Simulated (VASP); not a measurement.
## In2Au: electric field gradients with LDA

In2Au:

```
In Au
1.0
     0.00000    3.29378    3.29378
     3.29378    0.00000    3.29378
     3.29378    3.29378    0.00000
In Au
2 1
Direct
  0.25000 0.25000 0.25000
  0.75000 0.75000 0.75000
  0.00000 0.00000 0.00000
```

```yaml
Program: VASP 6.6.1
Task: electric field gradients
Functional: LDA
Potentials_or_basis: VASP PAW LDA potentials, release 64 (In_d, Au)
Cutoff: 520 eV
k_mesh: 10 × 10 × 10
Occupations: fermi-dirac, width 0.05 eV
Spin: no spin polarisation
Dipole_correction: no
Further_INCAR_settings: ALGO = Normal; EDIFF = 1e-08; NBANDS = 26
```

The pressure is -3.6 GPa and the band gap on the k mesh is zero (an odd number of electrons rules out a gap without spin polarisation). The largest electric field gradient by atom is zero within the noise of the run.

Levels at points of the mesh, in eV from the Fermi level:
```csv
k point,band 17,band 18,band 19,band 20,band 21,band 22
"(0.00, 0.00, 0.00)",-0.01,3.00,3.00,3.00,3.70,3.70
"(0.50, 0.00, 0.00)",-4.54,0.89,0.89,1.51,2.69,3.55
"(0.50, 0.50, 0.00)",-4.13,-1.75,-1.75,-0.45,2.42,8.68
```

Wall time 31 s on 1 thread of Intel(R) Xeon(R) 6975P-C (Granite Rapids), with other jobs on the host, peak memory 0.22 GiB.

Caveat: the cell stands under tension; spin-orbit coupling is left out, which moves the levels of the heavy elements.
